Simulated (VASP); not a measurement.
# TaAl2O5 (C2/m) in VASP: further runs

Runs on TaAl2O5. Level: PBE. Tasks: single point.

All numbers are computed with VASP 6.6.1; they aren't measurements. Logs are shortened: lines on timing, memory, paths and dates and some standing lists are left out, and cuts for length are marked.

## Step 1: The cell of the first run

It takes space group C2/m (No. 12, monoclinic). Conventional cell: a = 10.620 Å, b = 3.833 Å, c = 8.864 Å, α = 90.00°, β = 97.28°, γ = 90.00°. Ta (site symmetry m) has 6 O at 1.98 to 2.22 Å within 2.6 Å. Al (site symmetry m) has 6 O at 1.83 to 2.05 Å within 2.4 Å. Al (site symmetry m) has 5 O at 1.77 to 1.93 Å within 2.3 Å. Within 2.4 Å of O (site symmetry m) lie 4 Al at 1.83 to 2.04 Å. Within 2.5 Å of O (site symmetry m) lie 1 Al at 1.86 Å and 2 Ta at 1.98 Å. Within 2.3 Å of O (site symmetry m) lie 1 Al at 1.77 Å and 2 Ta at 1.99 to 2.12 Å. O (site symmetry m) has 3 Al at 1.93 to 1.94 Å and 1 Ta at 2.22 Å and 7 O at 2.54 to 2.78 Å within 2.8 Å. Within 2.5 Å of O (site symmetry m) lie 2 Al at 1.83 to 2.05 Å and 1 Ta at 2.04 Å and 1 O at 2.49 Å.

## Step 2: Single point, PBE

File INCAR:

```
PREC = Accurate
ENCUT = 520
EDIFF = 1E-7
ISMEAR = 0
SIGMA = 0.15
LREAL = Auto
LASPH = T
NELM = 100
ALGO = Normal
ISIF = 2
LWAVE = F
LCHARG = T
GGA = PE
LELF = T
LVHAR = T
NBANDS = 61
```

File KPOINTS:

```
regular mesh
0
Gamma
  3 3 2
```

File POSCAR:

```
TaAl2O5
1.0
    5.3047774309     -1.9167388348     -0.2372112622
    5.3047774309      1.9167388348     -0.2372112622
   -0.7289657512      0.0000000000      8.8344407577
Ta Al O
2 4 10
Direct
    0.0413954626      0.0413954626      0.3611592284
    0.9586045374      0.9586045374      0.6388407716
    0.1410243140      0.1410243140      0.0367822979
    0.8589756860      0.8589756860      0.9632177021
    0.2643683195      0.2643683195      0.7345786175
    0.7356316805      0.7356316805      0.2654213825
    0.6937514735      0.6937514735      0.0583784837
    0.3062485265      0.3062485265      0.9416215163
    0.5866861242      0.5866861242      0.3548769089
    0.1356983595      0.1356983595      0.5872081435
    0.7837178667      0.7837178667      0.7523358631
    0.4133138758      0.4133138758      0.6451230911
    0.8643016405      0.8643016405      0.4127918565
    0.2162821333      0.2162821333      0.2476641369
    0.9760193733      0.9760193733      0.1340929199
    0.0239806267      0.0239806267      0.8659070801
```

Potentials or basis: VASP PAW PBE potentials, release 64 (Ta_pv, Al, O).

Run with:

```
$ cat potpaw_PBE.64/Ta_pv/POTCAR potpaw_PBE.64/Al/POTCAR potpaw_PBE.64/O/POTCAR > POTCAR
$ mpirun -np 1 vasp_std > vasp.out
```

OUTCAR:

```text
PREC = Accurate
   ENCUT = 520
   EDIFF = 1E-7
   ISMEAR = 0
   LREAL = Auto
   LASPH = T
   NELM = 100
   ISIF = 2
   GGA = PE

 ion  position               nearest neighbor table
   1  0.041  0.041  0.361-   9 1.98   9 1.98  13 1.99  15 2.04  10 2.12  14 2.22   2 2.72   6 3.02
                             6 3.02   3 3.19   6 3.25
   2  0.959  0.959  0.639-  12 1.98  12 1.98  10 1.99  16 2.04  13 2.12  11 2.22   1 2.72   5 3.02
                             5 3.02   4 3.19   5 3.25
   3  0.141  0.141  0.037-  16 1.83  14 1.94   7 2.00   7 2.00   8 2.04  15 2.05   6 2.88   6 2.88
                             4 2.98   5 3.13   4 3.14   4 3.14   1 3.19
   4  0.859  0.859  0.963-  15 1.83  11 1.94   8 2.00   8 2.00   7 2.04  16 2.05   5 2.88   5 2.88
                             3 2.98   6 3.13   3 3.14   3 3.14   2 3.19
   5  0.264  0.264  0.735-  10 1.77   8 1.83  12 1.86  11 1.93  11 1.93   4 2.88   4 2.88   2 3.02
                             2 3.02   3 3.13   2 3.25
   6  0.736  0.736  0.265-  13 1.77   7 1.83   9 1.86  14 1.93  14 1.93   3 2.88   3 2.88   1 3.02
                             1 3.02   4 3.13   1 3.25
   7  0.694  0.694  0.058-   6 1.83   3 2.00   3 2.00   4 2.04
   8  0.306  0.306  0.942-   5 1.83   4 2.00   4 2.00   3 2.04
   9  0.587  0.587  0.355-   6 1.86   1 1.98   1 1.98
  10  0.136  0.136  0.587-   5 1.77   2 1.99   1 2.12
  11  0.784  0.784  0.752-   5 1.93   5 1.93   4 1.94   2 2.22
  12  0.413  0.413  0.645-   5 1.86   2 1.98   2 1.98
  13  0.864  0.864  0.413-   6 1.77   1 1.99   2 2.12
  14  0.216  0.216  0.248-   6 1.93   6 1.93   3 1.94   1 2.22
  15  0.976  0.976  0.134-   4 1.83   1 2.04   3 2.05
  16  0.024  0.024  0.866-   3 1.83   2 2.04   4 2.05

  LATTYP: Found a base centered monoclinic cell.
 ALAT       =    10.6201568302
 B/A-ratio  =     0.3609624350
 C/A-ratio  =     0.8346830325
 COS(beta)  =    -0.1266731016

  Lattice vectors:

 A1 = (   5.3047774309,  -1.9167388348,  -0.2372112622)
 A2 = (   5.3047774309,   1.9167388348,  -0.2372112622)
 A3 = (  -0.7289657512,   0.0000000000,   8.8344407577)

Analysis of symmetry for initial positions (statically):
=====================================================================
 Subroutine PRICEL returns:
 Original cell was already a primitive cell.

 Routine SETGRP: Setting up the symmetry group for a
 base centered monoclinic supercell.

 Subroutine GETGRP returns: Found  4 space group operations
 (whereof  4 operations were pure point group operations)
 out of a pool of  4 trial point group operations.

The static configuration has the point symmetry C_2h.

Analysis of symmetry for dynamics (positions and initial velocities):
=====================================================================
 Subroutine PRICEL returns:
[... 130 lines left out ...]
   PSTRESS=    0.0 pullay stress
   NELECT =      94.0000    total number of electrons
   NUPDOWN=      -1.0000    fix difference up-down
   EMIN   =  10.00;   EMAX   =-10.00  energy-range for DOS
   EFERMI =   0.00;   METHOD = LEGACY
   ISMEAR =     0;   SIGMA  =   0.15  broadening in eV -4-tet -1-fermi 0-gaus
   EFERMI_NEDOS =   21; number of points for ismear=-14 and -15
   IALGO  =     38    algorithm
   IMIX   =      4    mixing-type and parameters
     AMIX     =   0.40;   BMIX     =  1.00
     AMIX_MAG =   1.60;   BMIX_MAG =  1.00
  volume/ion in A,a.u.               =      11.19        75.49
  Fermi-wavevector in a.u.,A,eV,Ry     =   1.320807  2.495964 23.735805  1.744532
  Thomas-Fermi vector in A             =   2.450607
   LORBIT       =      0    0 simple, 1 ext, 2 COOP (PROOUT), +10 PAW based schemes
   GGA     = PE    functional components
   LHFCALC =     F    Hartree Fock is set to
   AEXX    =    0.0000 exact exchange contribution
   IVDW    =     0    specifies the selected vdW correction
   LEPSILON=     F    determine dielectric tensor
   LRPA    =     F    only Hartree local field effects (RPA)
 non-spin polarized calculation
 Gauss-broadening in eV      SIGMA  =   0.15
  energy-cutoff  :      520.00
  volume of cell :      178.99
 maximum number of plane-waves:      4846
 NGX is ok and might be reduce to    42
   NGX = 21   NGY = 21   NGZ = 33

 number of electron      94.0000000 magnetization

 Free energy of the ion-electron system (eV)
  ---------------------------------------------------
  ext. energy  EPLUGINS =         0.00000000
  ---------------------------------------------------
  free energy    TOTEN  =      -132.38127856 eV

  energy without entropy =     -132.37566887  energy(sigma->0) =     -132.37847371

 E-fermi :   6.3074     XC(G=0): -10.6508

 val. band max:        6.0896181200   @ k =   0.3333   0.3333   0.0000
 cond. band min:       6.4522398497   @ k =   0.0000   0.0000   0.0000
 fundamental gap:      0.3626217298
 Fermi energy:         6.3074063537

 k-point     1 :       0.0000    0.0000    0.0000
  band No.  band energies     occupation
      1     -30.2386      2.00000
      2     -30.1711      2.00000
      3     -30.0659      2.00000
      4     -29.7281      2.00000
      5     -29.5658      2.00000
      6     -29.3566      2.00000
[... 485 lines left out ...]
     58      11.9248      0.00000
     59      12.4361      0.00000
 [bands above 59 left out]

------------------------ aborting loop because EDIFF is reached ----------------------------------------

  FORCE on cell =-STRESS in cart. coord.  units (eV):
  Direction    XX          YY          ZZ          XY          YZ          ZX
  --------------------------------------------------------------------------------------
  -------------------------------------------------------------------------------------
  Total        0.6221370      0.1247254      0.3192307      0.0000000      0.0000000     -0.0074654
  in kB        5.5688155      1.1164310      2.8574682      0.0000000      0.0000000     -0.0668239
  external PRESSURE =       3.1809049 kB  Pullay stress =       0.0000000 kB

 VOLUME and BASIS-vectors are now :
 -----------------------------------------------------------------------------
  energy-cutoff  :      520.00
  volume of cell :      178.99
      direct lattice vectors                 reciprocal lattice vectors
     5.304777431 -1.916738835 -0.237211262     0.094603725 -0.260859743  0.007806139
     5.304777431  1.916738835 -0.237211262     0.094603725  0.260859743  0.007806139
    -0.728965751  0.000000000  8.834440758     0.005080360  0.000000000  0.113612557

 POSITION                                       TOTAL-FORCE (eV/Angst)
 -----------------------------------------------------------------------------------
      0.17591      0.00000      3.17100         0.062032      0.000000     -0.041261
      9.70467      0.00000      5.18902        -0.062032      0.000000      0.041261
      1.46939      0.00000      0.25805        -0.003513      0.000000     -0.018134
      8.41120      0.00000      8.10197         0.003513      0.000000      0.018134
      2.26935      0.00000      6.36417        -0.007417      0.000000     -0.001400
      7.61124      0.00000      1.99585         0.007417      0.000000      0.001400
[... 8 lines left out ...]
     10.25738      0.00000      0.72159        -0.060961      0.000000     -0.031308
     -0.37679      0.00000      7.63843         0.060961      0.000000      0.031308
 -----------------------------------------------------------------------------------
    total drift:                                0.000000     -0.000000      0.000000

  FREE ENERGIE OF THE ION-ELECTRON SYSTEM (eV)
  ---------------------------------------------------
  free  energy   TOTEN  =      -132.3812785552 eV

  energy  without entropy=     -132.3756688725  energy(sigma->0) =     -132.37847371
```

Run time: 6.9 min. Hardware: 1 thread of Intel Xeon 8259CL, shared host; peak memory 0.37 GiB.

What came out:

| Item | Value |
| --- | --- |
| Free energy | -132.3813 eV |
| Pressure | 0.3 GPa |
| Largest force | 0.075 eV/Å |
| Band gap on the k mesh | 0.36 eV (least direct gap 0.44 eV) |

Forces on the atoms (eV/Å):
```
Ta   0.062  0.000 -0.041
Ta  -0.062  0.000  0.041
Al  -0.004  0.000 -0.018
Al   0.004  0.000  0.018
Al  -0.007  0.000 -0.001
Al   0.007  0.000  0.001
O    0.011  0.000 -0.033
O   -0.011  0.000  0.033
O    0.027  0.000 -0.009
O    0.045  0.000  0.006
O   -0.050  0.000  0.028
O   -0.027  0.000  0.009
O   -0.045  0.000 -0.006
O    0.050  0.000 -0.028
O   -0.061  0.000 -0.031
O    0.061  0.000  0.031
```

Caveat: the k points lie up to 0.58 Å⁻¹ apart; spin-orbit coupling is left out, which moves the levels of the heavy elements. A k mesh can miss the band edges.

## Step 3: Single point, PBE

This run uses another cell than the first one, of 11.29 Å³/atom.

File INCAR:

```
SYSTEM = TaAl2O5
ALGO = Normal
EDIFF = 1E-6
ENCUT = 520
GGA = PE
ISIF = 2
ISMEAR = 0
LASPH = .True.
LCHARG = .True.
LELF = .True.
LREAL = Auto
LVHAR = .True.
LWAVE = .False.
NBANDS = 61
NELM = 100
PREC = Accurate
SIGMA = 0.1
```

File KPOINTS:

```
k-points
0
Gamma
  6 6 2
  0 0 0
```

File POSCAR:

```
TaAl2O5
1.0
    4.8526956518     -1.8407153751     -0.0042317861
    4.8526956518      1.8407153751     -0.0042317861
   -0.1648629511      0.0000000000     10.1086645565
Ta Al O
2 4 10
Direct
    0.8815395630      0.8815395630      0.0637448687
    0.1184604370      0.1184604370      0.9362551313
    0.8694319335      0.8694319335      0.4402940943
    0.8095960423      0.8095960423      0.7152929900
    0.1305680665      0.1305680665      0.5597059057
    0.1904039577      0.1904039577      0.2847070100
    0.3270150536      0.3270150536      0.0494655087
    0.6729849464      0.6729849464      0.9505344913
    0.3124392807      0.3124392807      0.4292237118
    0.9510837113      0.9510837113      0.6095562125
    0.2295316118      0.2295316118      0.7456499781
    0.6875607193      0.6875607193      0.5707762882
    0.0489162887      0.0489162887      0.3904437875
    0.7704683882      0.7704683882      0.2543500219
    0.0746809304      0.0746809304      0.1341534425
    0.9253190696      0.9253190696      0.8658465575
```

Potentials or basis: VASP PAW PBE potentials, release 64 (Ta_pv, Al, O).

Run with:

```
$ cat potpaw_PBE.64/Ta_pv/POTCAR potpaw_PBE.64/Al/POTCAR potpaw_PBE.64/O/POTCAR > POTCAR
$ mpirun -np 1 vasp_std > vasp.out
```

Run time: 21 min. Hardware: 1 thread of Intel Xeon 8259CL, shared host; peak memory 0.45 GiB.

The run converged. Its results:

* Free energy: -131.8315 eV
* Pressure: 0.3 GPa
* Largest force: 0.106 eV/Å
* Band gap on the k mesh: 0.27 eV

Forces in eV/Å, atoms in the order of the input:
```
Ta  -0.023  0.000  0.045
Ta   0.023  0.000 -0.045
Al   0.012  0.000 -0.008
Al   0.029  0.000  0.023
Al  -0.012  0.000  0.008
Al  -0.029  0.000 -0.023
O   -0.025  0.000 -0.001
O    0.025  0.000  0.001
O    0.008  0.000  0.007
O   -0.002  0.000  0.010
O    0.020  0.000 -0.025
O   -0.008  0.000 -0.007
O    0.002  0.000 -0.010
O   -0.020  0.000  0.025
O    0.063  0.000  0.085
O   -0.063  0.000 -0.085
```

Stress tensor (GPa, compression positive):
```
0.30 0.00 0.01
0.00 0.42 0.00
0.01 0.00 0.26
```

Levels at points of the mesh, in eV from the valence-band top:
```csv
k point,band 45,band 46,band 47,band 48,band 49,band 50
"(0.00, 0.00, 0.00)",-2.38,-2.18,-0.07,0.27,1.66,2.07
"(0.50, 0.00, 0.00)",-2.40,-2.24,-0.14,1.05,2.10,2.19
"(0.50, 0.50, 0.00)",-2.53,-2.37,-0.57,0.48,1.44,2.63
"(0.00, 0.00, 0.50)",-2.40,-2.17,0.00,0.26,1.66,2.62
"(0.50, 0.00, 0.50)",-2.39,-2.25,-0.13,1.06,2.10,2.19
"(0.50, 0.50, 0.50)",-2.63,-2.36,-0.52,0.48,1.43,2.63
```

Caveat: spin-orbit coupling is left out, which moves the levels of the heavy elements.
